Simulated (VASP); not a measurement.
A run of VASP 6.6.1 is set up as follows.

File INCAR:

```
SYSTEM = MnO
ALGO = Normal
EDIFF = 1E-7
ENCUT = 520
GGA = PE
ISIF = 2
ISMEAR = -1
ISPIN = 2
LASPH = .True.
LCHARG = .True.
LDAU = .True.
LDAUJ = 0 0
LDAUL = 2 -1
LDAUPRINT = 1
LDAUTYPE = 2
LDAUU = 3 0
LELF = .True.
LMAXMIX = 4
LORBIT = 11
LREAL = .False.
LVHAR = .True.
LWAVE = .False.
MAGMOM = 4 0
NBANDS = 20
NELM = 150
PREC = Accurate
SIGMA = 0.3
```

File KPOINTS:

```
k-points
0
Gamma
  7 7 7
  0 0 0
```

POSCAR

```
MnO
1.0
    3.1437970000      0.0000000000      0.0000000000
    1.5718985000      2.7226080663      0.0000000000
    1.5718985000      0.9075360221      2.5668995016
Mn O
1 1
Direct
    0.0000000000      0.0000000000      0.0000000000
    0.5000000000      0.5000000000      0.5000000000
```

Potentials or basis: VASP PAW PBE potentials, release 64 (Mn_pv, O).

The run is started by

```sh
$ cat potpaw_PBE.64/Mn_pv/POTCAR potpaw_PBE.64/O/POTCAR > POTCAR
$ mpirun -np 1 vasp_std > vasp.out
```

Task: What does it give for the site moments?

Result: Mn +4.57; O +0.17 μB.

Task: Predict the net moment.

Result: 4.97 μB per cell.

Task: What does it give for the pressure?

Result: 6.5 GPa.

Eigenvalues of the final occupation matrices:
| site | spin | trace | eigenvalues |
| --- | --- | --- | --- |
| site 1 d | 1 | 4.75 | 0.94 0.94 0.94 0.97 0.97 |
| site 1 d | 2 | 0.23 | 0.02 0.02 0.02 0.08 0.08 |

Caveat: a cell with one magnetic atom can't hold antiferromagnetic order, which such compounds often take. The state reached can hang on the start; a lower one may exist.
